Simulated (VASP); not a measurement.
# SiNi (P2_13) in VASP: a series of runs

The runs below take SiNi through relaxation of the atoms, with PBE.

Everything below comes from runs of VASP 6.6.1. Logs are shortened: lines on timing, memory, paths and dates and some standing lists are left out, and cuts for length are marked.

## 1. The cell of the first run

It takes space group P2_13 (No. 198, cubic). Conventional cell: a = 4.426 Å, b = 4.426 Å, c = 4.426 Å, α = 90.00°, β = 90.00°, γ = 90.00°. Si (site symmetry 3) has 7 Ni at 2.32 to 2.40 Å and 6 Si at 2.73 Å within 3.1 Å. Within 3.1 Å of Ni (site symmetry 3) lie 7 Si at 2.32 to 2.40 Å and 6 Ni at 2.73 Å.

## 2. Relaxation of the atoms, PBE (10.84 Å³/atom)

INCAR

```
SYSTEM = SiNi
  ALGO = Normal
  EDIFF = 1E-6
  EDIFFG = -0.01
  ENCUT = 520
  GGA = PE
  IBRION = 2
  ISIF = 2
  ISMEAR = 0
  LASPH = .TRUE.
  LCHARG = .FALSE.
  LREAL = .FALSE.
  LWAVE = .FALSE.
  NELM = 60
  NSW = 50
  PREC = Accurate
  SIGMA = 0.1
```

KPOINTS

```
k-points
0
G
  8 8 8
  0 0 0
```

POSCAR

```
SiNi
1.0
    4.4263660760      0.0000000000      0.0000000000
    0.0000000000      4.4263660760      0.0000000000
    0.0000000000      0.0000000000      4.4263660760
Si Ni
4 4
Direct
    0.8464760898      0.8464760898      0.8464760898
    0.6535239102      0.1535239102      0.3464760898
    0.3464760898      0.6535239102      0.1535239102
    0.1535239102      0.3464760898      0.6535239102
    0.1489153783      0.1489153783      0.1489153783
    0.3510846217      0.8510846217      0.6489153783
    0.6489153783      0.3510846217      0.8510846217
    0.8510846217      0.6489153783      0.3510846217
```

Potentials or basis: VASP PAW PBE potentials, release 64 (Si, Ni).

Launch:

```sh
> cat potpaw_PBE.64/Si/POTCAR potpaw_PBE.64/Ni/POTCAR > POTCAR
> mpirun -np 1 vasp_std > vasp.out
```

OUTCAR:

```text
SYSTEM = SiNi
   EDIFF = 1E-6
   EDIFFG = -0.01
   ENCUT = 520
   GGA = PE
   IBRION = 2
   ISIF = 2
   ISMEAR = 0
   LASPH = .TRUE.
   LREAL = .FALSE.
   NELM = 60
   NSW = 50
   PREC = Accurate

 ion  position               nearest neighbor table
   1  0.846  0.846  0.846-   5 2.32   6 2.36   7 2.36   8 2.36   7 2.40   8 2.40   6 2.40   2 2.73
                             2 2.73   4 2.73   3 2.73   4 2.73   3 2.73
   2  0.654  0.154  0.346-   6 2.32   5 2.36   7 2.36   8 2.36   7 2.40   8 2.40   5 2.40   1 2.73
                             1 2.73   3 2.73   4 2.73   4 2.73   3 2.73
   3  0.346  0.654  0.154-   7 2.32   6 2.36   5 2.36   8 2.36   8 2.40   6 2.40   5 2.40   4 2.73
                             4 2.73   1 2.73   2 2.73   2 2.73   1 2.73
   4  0.154  0.346  0.654-   8 2.32   6 2.36   7 2.36   5 2.36   6 2.40   5 2.40   7 2.40   3 2.73
                             3 2.73   1 2.73   1 2.73   2 2.73   2 2.73
   5  0.149  0.149  0.149-   1 2.32   2 2.36   3 2.36   4 2.36   3 2.40   4 2.40   2 2.40   6 2.73
                             7 2.73   8 2.73   6 2.73   8 2.73   7 2.73
   6  0.351  0.851  0.649-   2 2.32   1 2.36   3 2.36   4 2.36   3 2.40   4 2.40   1 2.40   8 2.73
                             5 2.73   5 2.73   7 2.73   7 2.73   8 2.73
   7  0.649  0.351  0.851-   3 2.32   2 2.36   1 2.36   4 2.36   4 2.40   2 2.40   1 2.40   8 2.73
                             5 2.73   8 2.73   6 2.73   6 2.73   5 2.73
   8  0.851  0.649  0.351-   4 2.32   2 2.36   3 2.36   1 2.36   2 2.40   1 2.40   3 2.40   7 2.73
                             5 2.73   7 2.73   5 2.73   6 2.73   6 2.73

  LATTYP: Found a simple cubic cell.
 ALAT       =     4.4263660760

  Lattice vectors:

 A1 = (   4.4263660760,   0.0000000000,   0.0000000000)
 A2 = (   0.0000000000,   4.4263660760,   0.0000000000)
 A3 = (   0.0000000000,   0.0000000000,   4.4263660760)

Analysis of symmetry for initial positions (statically):
=====================================================================
 Subroutine PRICEL returns:
 Original cell was already a primitive cell.

 Routine SETGRP: Setting up the symmetry group for a
 simple cubic supercell.

 Subroutine GETGRP returns: Found 12 space group operations
 (whereof  3 operations were pure point group operations)
 out of a pool of 48 trial point group operations.

The static configuration has the point symmetry C_3 .
 The point group associated with its full space group is T   .

Analysis of symmetry for dynamics (positions and initial velocities):
=====================================================================
 Subroutine PRICEL returns:
 Original cell was already a primitive cell.

 Routine SETGRP: Setting up the symmetry group for a
 simple cubic supercell.

[... 131 lines left out ...]
   EFERMI =   0.00;   METHOD = LEGACY
   ISMEAR =     0;   SIGMA  =   0.10  broadening in eV -4-tet -1-fermi 0-gaus
   EFERMI_NEDOS =   21; number of points for ismear=-14 and -15
   IALGO  =     38    algorithm
   IMIX   =      4    mixing-type and parameters
     AMIX     =   0.40;   BMIX     =  1.00
     AMIX_MAG =   1.60;   BMIX_MAG =  1.00
  volume/ion in A,a.u.               =      10.84        73.16
  Fermi-wavevector in a.u.,A,eV,Ry     =   1.415001  2.673965 27.241976  2.002229
  Thomas-Fermi vector in A             =   2.536485
   LORBIT       =      0    0 simple, 1 ext, 2 COOP (PROOUT), +10 PAW based schemes
   GGA     = PE    functional components
   LHFCALC =     F    Hartree Fock is set to
   AEXX    =    0.0000 exact exchange contribution
   IVDW    =     0    specifies the selected vdW correction
   LEPSILON=     F    determine dielectric tensor
   LRPA    =     F    only Hartree local field effects (RPA)
 conjugate gradient relaxation of ions
 non-spin polarized calculation
 Gauss-broadening in eV      SIGMA  =   0.10
  energy-cutoff  :      520.00
  volume of cell :       86.72
 maximum number of plane-waves:      2360
 NGX is ok and might be reduce to    36
   NGX = 17   NGY = 17   NGZ = 17

--------------------------------------- Ionic step        1  -------------------------------------------

 number of electron      56.0000006 magnetization

 Free energy of the ion-electron system (eV)
  ---------------------------------------------------
  ext. energy  EPLUGINS =         0.00000000
  ---------------------------------------------------
  free energy    TOTEN  =       -46.62602508 eV

  energy without entropy =      -46.61553235  energy(sigma->0) =      -46.62077871

------------------------ aborting loop because EDIFF is reached ----------------------------------------

  FORCE on cell =-STRESS in cart. coord.  units (eV):
  Direction    XX          YY          ZZ          XY          YZ          ZX
  --------------------------------------------------------------------------------------
  -------------------------------------------------------------------------------------
  Total        7.0298657      7.0298657      7.0298657     -0.0000000     -0.0000000      0.0000000
  in kB      129.8720289    129.8720289    129.8720289     -0.0000000     -0.0000000      0.0000000
  external PRESSURE =     129.8720289 kB  Pullay stress =       0.0000000 kB
[... 113 lines left out ...]
--------------------------------------- Ionic step        4  -------------------------------------------

 number of electron      55.9999998 magnetization

 Free energy of the ion-electron system (eV)
  ---------------------------------------------------
  ext. energy  EPLUGINS =         0.00000000
  ---------------------------------------------------
  free energy    TOTEN  =       -46.62675459 eV

  energy without entropy =      -46.61629995  energy(sigma->0) =      -46.62152727

 E-fermi :  12.7988     XC(G=0): -12.8272

 val. band max:       12.7601508254   @ k =  -0.1250   0.3750   0.0000
 cond. band min:      12.8463420091   @ k =   0.2500   0.2500   0.0000
 fundamental gap:      0.0861911837
 Fermi energy:        12.7987508318

 k-point     1 :       0.0000    0.0000    0.0000
  band No.  band energies     occupation
      1      -1.9336      2.00000
      2       3.6601      2.00000
      3       3.6601      2.00000
      4       3.6601      2.00000
      5       6.1756      2.00000
      6       6.1756      2.00000
[... 853 lines left out ...]
     32      14.5479      0.00000
     33      15.0302      0.00000

 [... further k-points ...]

------------------------ aborting loop because EDIFF is reached ----------------------------------------

  FORCE on cell =-STRESS in cart. coord.  units (eV):
  Direction    XX          YY          ZZ          XY          YZ          ZX
  --------------------------------------------------------------------------------------
  -------------------------------------------------------------------------------------
  Total        6.9428090      6.9428090      6.9428090     -0.0000000      0.0000000      0.0000000
  in kB      128.2637154    128.2637154    128.2637154     -0.0000000      0.0000000      0.0000000
  external PRESSURE =     128.2637154 kB  Pullay stress =       0.0000000 kB
[... 23 lines left out ...]
  FREE ENERGIE OF THE ION-ELECTRON SYSTEM (eV)
  ---------------------------------------------------
  free  energy   TOTEN  =       -46.6267545858 eV

  energy  without entropy=      -46.6162999495  energy(sigma->0) =      -46.62152727

 reached required accuracy - stopping structural energy minimisation
```

OSZICAR:

```text
N       E                     dE             d eps       ncg     rms          rms(c)
DAV:   1     0.375373050025E+03    0.37537E+03   -0.24953E+04  2970   0.207E+03
DAV:   2    -0.203848518415E+02   -0.39576E+03   -0.38780E+03  2970   0.415E+02
DAV:   3    -0.511854766882E+02   -0.30801E+02   -0.30198E+02  3234   0.139E+02
[... 25 lines left out ...]
DAV:   5    -0.466267098895E+02    0.10436E-07   -0.12390E-06  1699   0.101E-02
   3 F= -.46626710E+02 E0= -.46621481E+02  d E =-.684805E-03
       N       E                     dE             d eps       ncg     rms          rms(c)
DAV:   1    -0.466267476163E+02   -0.37716E-04   -0.13681E-02  2983   0.641E-01    0.118E-02
DAV:   2    -0.466267551672E+02   -0.75509E-05   -0.93043E-05  3752   0.100E-01    0.927E-03
DAV:   3    -0.466267545858E+02    0.58138E-06   -0.52558E-06  3061   0.306E-02
   4 F= -.46626755E+02 E0= -.46621527E+02  d E =-.446963E-04
```

Wall time 5.1 min (1 thread of Intel Xeon Platinum 8488C (Sapphire Rapids), shared host); peak memory 0.26 GiB.

Results:

```
Free energy                  : -46.6268 eV
Energy gained by relaxing    : 0.1 meV/atom
Ionic steps                  : 4
Pressure after relaxing      : 12.8 GPa
Largest force after relaxing : 0.005 eV/Å
Band gap on the k mesh       : zero (bands 28 and 29 overlap by 1.27 eV)
```

Forces on the atoms (eV/Å):
```
Si  -0.003 -0.003 -0.003
Si   0.003  0.003 -0.003
Si  -0.003  0.003  0.003
Si   0.003 -0.003  0.003
Ni   0.003  0.003  0.003
Ni  -0.003 -0.003  0.003
Ni   0.003 -0.003 -0.003
Ni  -0.003  0.003 -0.003
```

Step by step:
```
step  energy change (eV)  largest force (eV/Å)  pressure (GPa)
   1              0.0000                0.0420           12.99
   2             -0.0004                0.0291           12.97
   3             -0.0007                0.0128           12.94
   4             -0.0007                0.0047           12.83
```

Final structure:
```yaml
crystal:
  lattice:
    - [4.42637, 0.00000, 0.00000]
    - [0.00000, 4.42637, 0.00000]
    - [0.00000, 0.00000, 4.42637]
  atoms:
    - { symbol: Si, position: [0.84692, 0.84692, 0.84692] }
    - { symbol: Si, position: [0.65308, 0.15308, 0.34692] }
    - { symbol: Si, position: [0.34692, 0.65308, 0.15308] }
    - { symbol: Si, position: [0.15308, 0.34692, 0.65308] }
    - { symbol: Ni, position: [0.14967, 0.14967, 0.14967] }
    - { symbol: Ni, position: [0.35033, 0.85033, 0.64967] }
    - { symbol: Ni, position: [0.64967, 0.35033, 0.85033] }
    - { symbol: Ni, position: [0.85033, 0.64967, 0.35033] }
```

Spin polarisation is off, so any magnetic state and its effect on volume and gap are missing.

## 3. Relaxation of the atoms, PBE (11.88 Å³/atom)

This run uses another cell than the first one, of 11.88 Å³/atom.

INCAR

```
SYSTEM = SiNi
PREC = Accurate
ENCUT = 520
EDIFF = 1E-7
ISMEAR = 0
SIGMA = 0.1
LREAL = .False.
LASPH = .True.
NELM = 100
ALGO = Fast
ISIF = 2
LWAVE = .False.
LCHARG = .False.
GGA = PE
IBRION = 2
NSW = 50
EDIFFG = -0.01
```

KPOINTS

```
regular mesh
0
Gamma
  8 8 8
  0 0 0
```

POSCAR

```
SiNi
1.0
    4.5633500652      0.0000000000      0.0000000000
    0.0000000000      4.5633500652      0.0000000000
    0.0000000000      0.0000000000      4.5633500652
Si Ni
4 4
Direct
    0.8464147128      0.8464147128      0.8464147128
    0.6535852872      0.1535852872      0.3464147128
    0.3464147128      0.6535852872      0.1535852872
    0.1535852872      0.3464147128      0.6535852872
    0.1488402048      0.1488402048      0.1488402048
    0.3511597952      0.8511597952      0.6488402048
    0.6488402048      0.3511597952      0.8511597952
    0.8511597952      0.6488402048      0.3511597952
```

Potentials or basis: VASP PAW PBE potentials, release 64 (Si, Ni).

Launch:

```sh
> cat potpaw_PBE.64/Si/POTCAR potpaw_PBE.64/Ni/POTCAR > POTCAR
> mpirun -np 1 vasp_std > vasp.out
```

OUTCAR:

```text
SYSTEM = SiNi
   PREC = Accurate
   ENCUT = 520
   EDIFF = 1E-7
   ISMEAR = 0
   LREAL = .False.
   LASPH = .True.
   NELM = 100
   ISIF = 2
   GGA = PE
   IBRION = 2
   NSW = 50
   EDIFFG = -0.01

 ion  position               nearest neighbor table
   1  0.846  0.846  0.846-   5 2.39   6 2.43   7 2.43   8 2.43   7 2.47   8 2.47   6 2.47   3 2.82
                             4 2.82   2 2.82   2 2.82   4 2.82   3 2.82
   2  0.654  0.154  0.346-   6 2.39   5 2.43   7 2.43   8 2.43   7 2.47   8 2.47   5 2.47   1 2.82
                             1 2.82   3 2.82   3 2.82   4 2.82   4 2.82
   3  0.346  0.654  0.154-   7 2.39   6 2.43   5 2.43   8 2.43   8 2.47   6 2.47   5 2.47   1 2.82
                             4 2.82   2 2.82   2 2.82   4 2.82   1 2.82
   4  0.154  0.346  0.654-   8 2.39   6 2.43   7 2.43   5 2.43   6 2.47   5 2.47   7 2.47   1 2.82
                             3 2.82   2 2.82   1 2.82   2 2.82   3 2.82
   5  0.149  0.149  0.149-   1 2.39   2 2.43   3 2.43   4 2.43   3 2.47   4 2.47   2 2.47   6 2.81
[... 429 lines left out ...]

 val. band max:       11.1926394780   @ k =   0.3750   0.1250   0.0000
 cond. band min:      11.2666126874   @ k =   0.2500   0.0000   0.0000
 fundamental gap:      0.0739732095
 Fermi energy:        11.2495345847

 k-point     1 :       0.0000    0.0000    0.0000
  band No.  band energies     occupation
      1      -2.5008      2.00000
      2       2.7523      2.00000
      3       2.7523      2.00000
      4       2.7523      2.00000
      5       5.2951      2.00000
      6       5.2951      2.00000
[... 853 lines left out ...]
     32      12.9602      0.00000
     33      13.3267      0.00000

 [... further k-points ...]

------------------------ aborting loop because EDIFF is reached ----------------------------------------

  FORCE on cell =-STRESS in cart. coord.  units (eV):
  Direction    XX          YY          ZZ          XY          YZ          ZX
  --------------------------------------------------------------------------------------
  -------------------------------------------------------------------------------------
  Total       -2.8928523     -2.8928523     -2.8928523      0.0000000     -0.0000000      0.0000000
  in kB      -48.7736749    -48.7736749    -48.7736749      0.0000000     -0.0000000      0.0000000
  external PRESSURE =     -48.7736749 kB  Pullay stress =       0.0000000 kB
[... 23 lines left out ...]
  FREE ENERGIE OF THE ION-ELECTRON SYSTEM (eV)
  ---------------------------------------------------
  free  energy   TOTEN  =       -46.7959111703 eV

  energy  without entropy=      -46.7847565090  energy(sigma->0) =      -46.79033384

 reached required accuracy - stopping structural energy minimisation
```

It took 16 min on 1 thread of Oxide Virtual Turin-like, shared host; peak memory 0.25 GiB.

Results:

```
Free energy                  : -46.7959 eV
Energy gained by relaxing    : 0.1 meV/atom
Ionic steps                  : 6
Pressure after relaxing      : -4.9 GPa
Largest force after relaxing : 0.004 eV/Å
Band gap on the k mesh       : zero (bands 28 and 29 overlap by 1.11 eV)
```

Forces in eV/Å, atoms in the order of the input:
```
Si   0.002  0.002  0.002
Si  -0.002 -0.002  0.002
Si   0.002 -0.002 -0.002
Si  -0.002  0.002 -0.002
Ni  -0.001 -0.001 -0.001
Ni   0.001  0.001 -0.001
Ni  -0.001  0.001  0.001
Ni   0.001 -0.001  0.001
```

The path:
```csv
step,energy change (eV),largest force (eV/Å),pressure (GPa)
1,0.0000,0.0263,-5.00
2,-0.0002,0.0219,-4.90
3,-0.0004,0.0113,-4.86
4,-0.0002,0.0299,-4.83
5,-0.0004,0.0109,-4.88
6,-0.0005,0.0038,-4.88
```

Final structure:
```
CELL_PARAMETERS angstrom
4.56335 0.00000 0.00000
0.00000 4.56335 0.00000
0.00000 0.00000 4.56335
ATOMIC_POSITIONS crystal
Si 0.84608 0.84608 0.84608
Si 0.65392 0.15392 0.34608
Si 0.34608 0.65392 0.15392
Si 0.15392 0.34608 0.65392
Ni 0.14796 0.14796 0.14796
Ni 0.35204 0.85204 0.64796
Ni 0.64796 0.35204 0.85204
Ni 0.85204 0.64796 0.35204
```

(Part 1 of 2 ends here.)

The gap in the log of VASP goes by the Fermi energy; the results here count the filled bands.